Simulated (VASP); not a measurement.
Write the native input for VASP 6.6.1 that does the following.

```
Task                   : single point
Functional             : r2SCAN
Potentials or basis    : VASP PAW PBE potentials, release 64 (Mn_pv, S)
Cutoff                 : 520 eV
k mesh                 : 8 × 8 × 8
Occupations            : fermi-dirac, width 0.1 eV
Spin                   : collinear spin, ferromagnetic start
Starting moments       : [2.8, 0.0] μB
Dipole correction      : no
Further INCAR settings : ALGO = Normal; EDIFF = 1e-06; NBANDS = 20
```

Crystal: MnS.

```
Mn S
1.0
     3.68332    0.00000    0.00000
     1.84166    3.18985    0.00000
     1.84166    1.06328    3.00742
Mn S
1 1
Direct
  0.00000 0.00000 0.00000
  0.50000 0.50000 0.50000
```

The input as run:

POSCAR

```
MnS
1.0
    3.6833190000      0.0000000000      0.0000000000
    1.8416595000      3.1898478242      0.0000000000
    1.8416595000      1.0632826081      3.0074173700
Mn S
1 1
Direct
    0.0000000000      0.0000000000      0.0000000000
    0.5000000000      0.5000000000      0.5000000000
```

INCAR.step1

```
SYSTEM = MnS
  PREC = Accurate
  ENCUT = 520
  ISMEAR = -1
  SIGMA = 0.1
  LREAL = .False.
  LASPH = .True.
  NELM = 150
  ISPIN = 2
  MAGMOM = 2.8 0
  LMAXMIX = 4
  NBANDS = 20
  GGA = PE
  ALGO = Normal
  EDIFF = 1E-4
  LWAVE = .True.
  LCHARG = .False.
```

INCAR.step2

```
SYSTEM = MnS
  PREC = Accurate
  ENCUT = 520
  EDIFF = 1E-6
  ISMEAR = -1
  SIGMA = 0.1
  LREAL = .False.
  LASPH = .True.
  NELM = 150
  ALGO = Normal
  ISIF = 2
  LWAVE = .False.
  LCHARG = .False.
  ISPIN = 2
  MAGMOM = 2.8 0
  LORBIT = 11
  LMAXMIX = 4
  METAGGA = R2SCAN
  LMIXTAU = .True.
  NBANDS = 20
  ISTART = 1
```

KPOINTS

```
Automatic mesh
0
Gamma
  8 8 8
  0 0 0
```

Potentials or basis: VASP PAW PBE potentials, release 64 (Mn_pv, S).

Run with:

```sh
$ cat potpaw_PBE.64/Mn_pv/POTCAR potpaw_PBE.64/S/POTCAR > POTCAR
$ cp INCAR.step1 INCAR
$ mpirun -np 1 vasp_std > vasp.out
$ cp INCAR.step2 INCAR
$ mpirun -np 1 vasp_std > vasp.out
```

Results of the run:

```json
{
 "Pressure": "0.2 GPa",
 "Net moment": "4.96 μB per cell",
 "Site moments": "Mn +4.49; S +0.13 μB",
 "Valence electrons inside the program's atomic spheres": "Mn 11.28; S 3.79"
}
```

Caveat: the PAW data sets were made with another functional, which shifts forces and pressure a little; a cell with one magnetic atom can't hold antiferromagnetic order, which such compounds often take.

Run time: 2.1 min on 1 thread of Intel(R) Xeon(R) Platinum 8375C CPU @ 2.90GHz (Ice Lake) (shared host), peak memory 0.19 GiB.
